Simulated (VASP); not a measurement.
# LuBr (P6_3mc) in VASP: a series of runs

The runs below take LuBr through single point, with LDA.

Program: VASP 6.6.1. These are calculated values, not measurements. Logs are shortened: lines on timing, memory, paths and dates and some standing lists are left out, and cuts for length are marked.

### 1 The cell of the first run

The structure is hexagonal, space group P6_3mc (No. 186). Conventional cell: a = 3.607 Å, b = 3.607 Å, c = 9.872 Å, α = 90.00°, β = 90.00°, γ = 120.00°. Lu (site symmetry 3m) has 4 Br at 2.83 to 2.96 Å and 6 Lu at 3.61 Å within 3.7 Å. Br (site symmetry 3m) has 4 Lu at 2.83 to 2.96 Å and 6 Br at 3.61 Å within 3.7 Å.

### 2 Single point, LDA

Contents of INCAR:

```
SYSTEM = LuBr
PREC = Accurate
ENCUT = 520
EDIFF = 1E-7
ISMEAR = -1
SIGMA = 0.1
LREAL = .FALSE.
LASPH = .TRUE.
NELM = 60
ALGO = Normal
ISIF = 2
LWAVE = .FALSE.
LCHARG = .TRUE.
GGA = CA
LELF = .TRUE.
LVHAR = .TRUE.
NBANDS = 40
```

Contents of KPOINTS:

```
regular mesh
0
G
  3 3 1
  0 0 0
```

Contents of POSCAR:

```
LuBr
1.0
    3.6068740000      0.0000000000      0.0000000000
   -1.8034370000      3.1236445122      0.0000000000
    0.0000000000      0.0000000000      9.8717490000
Lu Br
2 2
Direct
    0.3333333333      0.6666666667      0.3309900000
    0.6666666667      0.3333333333      0.8309900000
    0.3333333333      0.6666666667      0.0440100000
    0.6666666667      0.3333333333      0.5440100000
```

Potentials or basis: VASP PAW PBE potentials, release 64 (Lu, Br).

Launch:

```bash
$ cat potpaw_PBE.64/Lu/POTCAR potpaw_PBE.64/Br/POTCAR > POTCAR
$ mpirun -np 1 vasp_std > vasp.out
```

OUTCAR:

```text
SYSTEM = LuBr
   PREC = Accurate
   ENCUT = 520
   EDIFF = 1E-7
   ISMEAR = -1
   LREAL = .FALSE.
   LASPH = .TRUE.
   NELM = 60
   ISIF = 2
   GGA = CA

 ion  position               nearest neighbor table
   1  0.333  0.667  0.331-   3 2.83   4 2.96   4 2.96   4 2.96
   2  0.667  0.333  0.831-   4 2.83   3 2.96   3 2.96   3 2.96
   3  0.333  0.667  0.044-   1 2.83   2 2.96   2 2.96   2 2.96
   4  0.667  0.333  0.544-   2 2.83   1 2.96   1 2.96   1 2.96

  LATTYP: Found a hexagonal cell.
 ALAT       =     3.6068740000
 C/A-ratio  =     2.7369264909

  Lattice vectors:

 A1 = (   3.6068740000,   0.0000000000,   0.0000000000)
 A2 = (  -1.8034370000,   3.1236445122,   0.0000000000)
 A3 = (   0.0000000000,   0.0000000000,   9.8717490000)

Analysis of symmetry for initial positions (statically):
=====================================================================
 Subroutine PRICEL returns:
 Original cell was already a primitive cell.

 Routine SETGRP: Setting up the symmetry group for a
 hexagonal supercell.

 Subroutine GETGRP returns: Found 12 space group operations
 (whereof  6 operations were pure point group operations)
 out of a pool of 24 trial point group operations.

The static configuration has the point symmetry C_3v.
 The point group associated with its full space group is C_6v.

Analysis of symmetry for dynamics (positions and initial velocities):
=====================================================================
 Subroutine PRICEL returns:
 Original cell was already a primitive cell.

 Routine SETGRP: Setting up the symmetry group for a
 hexagonal supercell.

 Subroutine GETGRP returns: Found 12 space group operations
 (whereof  6 operations were pure point group operations)
 out of a pool of 24 trial point group operations.

The dynamic configuration has the point symmetry C_3v.
 The point group associated with its full space group is C_6v.

 Subroutine INISYM returns: Found 12 space group operations
 (whereof  6 operations are pure point group operations),
 and found     1 'primitive' translations

----------------------------------------------------------------------------------------

                                     Primitive cell

  volume of cell :     111.2210

  direct lattice vectors                    reciprocal lattice vectors
     3.606874000  0.000000000  0.000000000     0.277248387  0.160069431  0.000000000
    -1.803437000  3.123644512  0.000000000     0.000000000  0.320138862  0.000000000
     0.000000000  0.000000000  9.871749000     0.000000000  0.000000000  0.101299172

  length of vectors
     3.606874000  3.606874000  9.871749000     0.320138862  0.320138862  0.101299172

  position of ions in fractional coordinates (direct lattice)
     0.333333333  0.666666667  0.330990000
     0.666666667  0.333333333  0.830990000
     0.333333333  0.666666667  0.044010000
     0.666666667  0.333333333  0.544010000

  ion indices of the primitive-cell ions
   primitive index   ion index
                 1           1
                 2           2
                 3           3
                 4           4

----------------------------------------------------------------------------------------

 KPOINTS: regular mesh

Automatic generation of k-mesh.
 Grid dimensions read from file:
 generate k-points for:    3    3    1

 Generating k-lattice:

  Cartesian coordinates                     Fractional coordinates (reciprocal lattice)
     0.092416129  0.053356477  0.000000000     0.333333333  0.000000000  0.000000000
     0.000000000  0.106712954  0.000000000     0.000000000  0.333333333  0.000000000
     0.000000000  0.000000000  0.101299172     0.000000000  0.000000000  1.000000000

  Length of vectors
     0.106712954  0.106712954  0.101299172

  Shift w.r.t. Gamma in fractional coordinates (k-lattice)
     0.000000000  0.000000000  0.000000000

 Subroutine IBZKPT returns following result:
 ===========================================

 Found      3 irreducible k-points:

 Following reciprocal coordinates:
            Coordinates               Weight
  0.000000  0.000000  0.000000      1.000000
  0.333333  0.000000  0.000000      6.000000
  0.333333  0.333333  0.000000      2.000000
   k-points           NKPTS =      3   k-points in BZ     NKDIM =      3   number of bands    NBANDS=     40
   number of dos      NEDOS =    301   number of ions     NIONS =      4
   total plane-waves  NPLWV =  62720
   dimension x,y,z NGX =    28 NGY =   28 NGZ =   80
   dimension x,y,z NGXF=    56 NGYF=   56 NGZF=  160
   ions per type =               2   2
   NGX,Y,Z   is equivalent  to a cutoff of  12.91, 12.91, 13.47 a.u.
   NGXF,Y,Z  is equivalent  to a cutoff of  25.81, 25.81, 26.94 a.u.
 SYSTEM =  LuBr
   PREC   = accura    normal or accurate (medium, high low for compatibility)
   ISTART =      0    job   : 0-new  1-cont  2-samecut
   ICHARG =      2    charge: 1-file 2-atom 10-const
   ISPIN  =      1    spin polarized calculation?
   LNONCOLLINEAR =      F non collinear calculations
   LSORBIT =      F    spin-orbit coupling
   LASPH  =      T    aspherical Exc in radial PAW
   ENCUT  =  520.0 eV  38.22 Ry    6.18 a.u.   6.71  6.71 18.35*2*pi/ulx,y,z
   NELM   =     60;   NELMIN=  2; NELMDL= -5     # of ELM steps
   EDIFF  = 0.1E-06   stopping-criterion for ELM
   LREAL  =      F    real-space projection
   EDIFFG = 0.1E-05   stopping-criterion for IOM
   NSW    =      0    number of steps for IOM
   IBRION =     -1    ionic relax: 0-MD 1-quasi-New 2-CG
   NFREE  =      0    steps in history (QN), initial steepest desc. (CG)
   ISIF   =      2    stress and relaxation
   ISYM   =      2    0-nonsym 1-usesym 2-fastsym
   POTIM  = 0.5000    time-step for ionic-motion
   TEBEG  =    0.0;   TEEND  =   0.0 temperature during run
   PSTRESS=    0.0 pullay stress
   NELECT =      64.0000    total number of electrons
   NUPDOWN=      -1.0000    fix difference up-down
   EMIN   =  10.00;   EMAX   =-10.00  energy-range for DOS
   EFERMI =   0.00;   METHOD = LEGACY
   ISMEAR =    -1;   SIGMA  =   0.10  broadening in eV -4-tet -1-fermi 0-gaus
   EFERMI_NEDOS =   21; number of points for ismear=-14 and -15
   IALGO  =     38    algorithm
   IMIX   =      4    mixing-type and parameters
     AMIX     =   0.40;   BMIX     =  1.00
     AMIX_MAG =   1.60;   BMIX_MAG =  1.00
  volume/ion in A,a.u.               =      27.81       187.64
  Fermi-wavevector in a.u.,A,eV,Ry     =   1.361672  2.573187 25.227261  1.854151
  Thomas-Fermi vector in A             =   2.488228
   LORBIT       =      0    0 simple, 1 ext, 2 COOP (PROOUT), +10 PAW based schemes
   GGA     = CA    functional components
   LHFCALC =     F    Hartree Fock is set to
   AEXX    =    0.0000 exact exchange contribution
   IVDW    =     0    specifies the selected vdW correction
   LEPSILON=     F    determine dielectric tensor
   LRPA    =     F    only Hartree local field effects (RPA)
 non-spin polarized calculation
  energy-cutoff  :      520.00
  volume of cell :      111.22
 maximum number of plane-waves:      3049
 NGX is ok and might be reduce to    28
   NGX = 13   NGY = 13   NGZ = 37

 number of electron      64.0000000 magnetization

 Free energy of the ion-electron system (eV)
  ---------------------------------------------------
  ext. energy  EPLUGINS =         0.00000000
  ---------------------------------------------------
  free energy    TOTEN  =       -18.16892610 eV

  energy without entropy =      -18.02406885  energy(sigma->0) =      -18.09649748

 E-fermi :   3.5304     XC(G=0): -10.2108

 val. band max:        3.4329025429   @ k =   0.3333   0.3333   0.0000
 cond. band min:       3.5872579610   @ k =   0.3333   0.0000   0.0000
 fundamental gap:      0.1543554180
 Fermi energy:         3.5304020865

 k-point     1 :       0.0000    0.0000    0.0000
  band No.  band energies     occupation
      1     -53.4897      2.00000
      2     -53.4896      2.00000
      3     -24.5167      2.00000
      4     -24.4949      2.00000
      5     -24.1467      2.00000
      6     -24.1467      2.00000
[... 32 lines left out ...]
     39       6.2650      0.00000
     40       6.2651      0.00000

 k-point     2 :       0.3333    0.0000    0.0000
  band No.  band energies     occupation
      1     -53.4815      2.00000
      2     -53.4815      2.00000
      3     -24.4787      2.00000
      4     -24.4663      2.00000
      5     -24.3366      2.00000
      6     -24.3361      2.00000
[... 32 lines left out ...]
     39       7.0003      0.00000
     40       7.2586      0.00000

 k-point     3 :       0.3333    0.3333    0.0000
  band No.  band energies     occupation
      1     -53.4774      2.00000
      2     -53.4774      2.00000
      3     -24.4554      2.00000
      4     -24.4554      2.00000
      5     -24.3280      2.00000
      6     -24.3280      2.00000
[... 32 lines left out ...]
     39       7.3264      0.00000
     40       7.3264      0.00000

------------------------ aborting loop because EDIFF is reached ----------------------------------------

  FORCE on cell =-STRESS in cart. coord.  units (eV):
  Direction    XX          YY          ZZ          XY          YZ          ZX
  --------------------------------------------------------------------------------------
  -------------------------------------------------------------------------------------
  Total       -2.0089268     -2.0089268     -3.8939954      0.0000000      0.0000000      0.0000000
  in kB      -28.9392995    -28.9392995    -56.0943776      0.0000000      0.0000000      0.0000000
  external PRESSURE =     -37.9909922 kB  Pullay stress =       0.0000000 kB

 VOLUME and BASIS-vectors are now :
 -----------------------------------------------------------------------------
  energy-cutoff  :      520.00
  volume of cell :      111.22
      direct lattice vectors                 reciprocal lattice vectors
     3.606874000  0.000000000  0.000000000     0.277248387  0.160069431  0.000000000
    -1.803437000  3.123644512  0.000000000     0.000000000  0.320138862  0.000000000
     0.000000000  0.000000000  9.871749000     0.000000000  0.000000000  0.101299172

 POSITION                                       TOTAL-FORCE (eV/Angst)
 -----------------------------------------------------------------------------------
     -0.00000      2.08243      3.26745        -0.000000     -0.000000      0.263763
      1.80344      1.04121      8.20332         0.000000      0.000000      0.263763
     -0.00000      2.08243      0.43446        -0.000000     -0.000000     -0.263763
      1.80344      1.04121      5.37033        -0.000000     -0.000000     -0.263763
 -----------------------------------------------------------------------------------
    total drift:                                0.000000      0.000000     -0.000697

  FREE ENERGIE OF THE ION-ELECTRON SYSTEM (eV)
  ---------------------------------------------------
  free  energy   TOTEN  =       -18.1689260979 eV

  energy  without entropy=      -18.0240688525  energy(sigma->0) =      -18.09649748
```

It took 21 s on 1 thread of Intel Xeon Platinum 8259CL at 2.50GHz (Skylake/Cascade Lake), shared host; peak memory 0.2 GiB.

What came out:

| Quantity | Value |
| --- | --- |
| Free energy | -18.1689 eV |
| Pressure | -3.8 GPa |
| Largest force | 0.264 eV/Å |
| Band gap on the k mesh | zero (bands 32 and 33 overlap by 0.15 eV) |

Forces in eV/Å, atoms in the order of the input:
```
Lu   0.000  0.000  0.264
Lu   0.000  0.000  0.264
Br   0.000  0.000 -0.264
Br   0.000  0.000 -0.264
```

Caveat: the k points lie up to 0.67 Å⁻¹ apart; the PAW data sets were made with another functional, which shifts forces and pressure a little; spin-orbit coupling is left out, which moves the levels of the heavy elements.

### 3 Single point, LDA

Contents of INCAR:

```
SYSTEM = LuBr
  PREC = Accurate
  ENCUT = 520
  EDIFF = 1E-7
  ISMEAR = -1
  SIGMA = 0.1
  LREAL = .FALSE.
  LASPH = .TRUE.
  NELM = 100
  ALGO = Normal
  ISIF = 2
  LWAVE = .FALSE.
  LCHARG = .FALSE.
  GGA = CA
  NBANDS = 40
```

Contents of KPOINTS:

```
regular mesh
0
G
  5 5 2
  0 0 0
```

POSCAR is that of step 2.

Potentials or basis: VASP PAW PBE potentials, release 64 (Lu, Br).

Launch:

```bash
$ cat potpaw_PBE.64/Lu/POTCAR potpaw_PBE.64/Br/POTCAR > POTCAR
$ mpirun -np 1 vasp_std > vasp.out
```

Wall time 54 s (1 thread of Intel Xeon Platinum 8259CL at 2.50GHz (Skylake/Cascade Lake), shared host); peak memory 0.21 GiB.

It converged, with:

```
Free energy            : -18.4883 eV
Pressure               : -4.5 GPa
Largest force          : 0.122 eV/Å
Band gap on the k mesh : 0.57 eV (least direct gap 0.63 eV)
```

Forces on the atoms (eV/Å):
```
Lu   0.000  0.000  0.122
Lu   0.000  0.000  0.122
Br   0.000  0.000 -0.122
Br   0.000  0.000 -0.122
```

Stress tensor (GPa, compression positive):
```
-4.24  0.00  0.00
 0.00 -4.24  0.00
 0.00  0.00 -5.10
```

Levels at points of the mesh, in eV from the valence-band top:
```
           k point  band 28  band 29  band 30  band 31  band 32  band 33  band 34  band 35  band 36  band 37
(0.00, 0.00, 0.00)    -3.21    -3.03    -3.03    -2.95    -1.36     2.00     2.00     2.14     2.14     2.49
(0.00, 0.00, 0.50)    -3.12    -3.12    -3.12    -2.03    -2.03     2.08     2.08     2.08     2.08     2.20
```

Caveat: the cell stands under tension; semilocal functionals underestimate gaps, and a narrow one can read as zero; the PAW data sets were made with another functional, which shifts forces and pressure a little; spin-orbit coupling is left out, which moves the levels of the heavy elements. A k mesh can miss the band edges.

The gap in the log of VASP goes by the Fermi energy; the results here count the filled bands.